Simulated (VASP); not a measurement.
Wanted: the native input for a VASP 6.6.1 run.

* Task: single point
* Functional: PBE-based screened hybrid
* Potentials or basis: VASP PAW PBE potentials, release 64 (Mg, O)
* Cutoff: 520 eV
* k mesh: 6 × 6 × 6
* Occupations: gaussian, width 0.01 eV
* Spin: no spin polarisation
* Dipole correction: no
* Grid for exact exchange (PRECFOCK): Normal
* Share of exact exchange: 1
* Further INCAR settings: ALGO = Normal; EDIFF = 1e-06; NBANDS = 11
* Screening parameter: 0.1 1/Å

Crystal: MgO (Periclase).

```
Mg O
1.0
     0.00000    2.10217    2.10217
     2.10217    0.00000    2.10217
     2.10217    2.10217    0.00000
Mg O
1 1
Direct
  0.00000 0.00000 0.00000
  0.50000 0.50000 0.50000
```

These files were run (other wordings do the same):

POSCAR

```
MgO
1.0
    0.0000000000      2.1021680256      2.1021680256
    2.1021680256      0.0000000000      2.1021680256
    2.1021680256      2.1021680256      0.0000000000
Mg O
1 1
Direct
    0.0000000000      0.0000000000      0.0000000000
    0.5000000000      0.5000000000      0.5000000000
```

INCAR.step1

```
ALGO     = Normal         # electronic algorithm
EDIFF    = 1E-5           # SCF threshold, eV
ENCUT    = 520            # plane-wave cutoff, eV
GGA      = PE             # functional
GGA_COMPAT= F            
ISIF     = 2              # what is computed and relaxed
ISMEAR   = 0              # smearing method
LASPH    = T              # aspherical terms in the spheres
LREAL    = F              # projectors in reciprocal space
LWAVE    = T              # write WAVECAR
NBANDS   = 11             # bands
NELM     = 120            # most SCF steps
PREC     = Accurate       # precision mode
SIGMA    = 0.01           # smearing width, eV
```

INCAR.step2

```
AEXX     = 1.0            # exact-exchange fraction
AGGAC    = 1.0          
ALDAC    = 1.0          
ALGO     = Normal         # electronic algorithm
EDIFF    = 1E-6           # SCF threshold, eV
ENCUT    = 520            # plane-wave cutoff, eV
GGA      = PE             # functional
GGA_COMPAT= F            
HFSCREEN = 0.1            # screening, 1/A
ISIF     = 2              # what is computed and relaxed
ISMEAR   = 0              # smearing method
ISTART   = 1            
LASPH    = T              # aspherical terms in the spheres
LCHARG   = T              # write CHGCAR
LELF     = T              # ELF
LHFCALC  = T              # exact exchange
LREAL    = F              # projectors in reciprocal space
LVHAR    = T            
LWAVE    = F              # write WAVECAR
NBANDS   = 11             # bands
NELM     = 120            # most SCF steps
PREC     = Accurate       # precision mode
PRECFOCK = Normal       
SIGMA    = 0.01           # smearing width, eV
```

KPOINTS

```
k-points
0
Gamma
  6 6 6
```

Potentials or basis: VASP PAW PBE potentials, release 64 (Mg, O).

The run is started by

```sh
$ cat potpaw_PBE.64/Mg/POTCAR potpaw_PBE.64/O/POTCAR > POTCAR
$ cp INCAR.step1 INCAR
$ mpirun -np 1 vasp_std > vasp.out
$ cp INCAR.step2 INCAR
$ mpirun -np 1 vasp_std > vasp.out
```

Results of the run:

```
Pressure               : -16.3 GPa
Band gap on the k mesh : 13.57 eV, direct
```

Caveat: the k points lie up to 0.43 Å⁻¹ apart; the PAW data sets were made with another functional, which shifts forces and pressure a little.

Wall time 6.6 min on 1 thread of AMD EPYC 9R45 96-Core Processor (Zen 5) (shared host), peak memory 0.22 GiB.
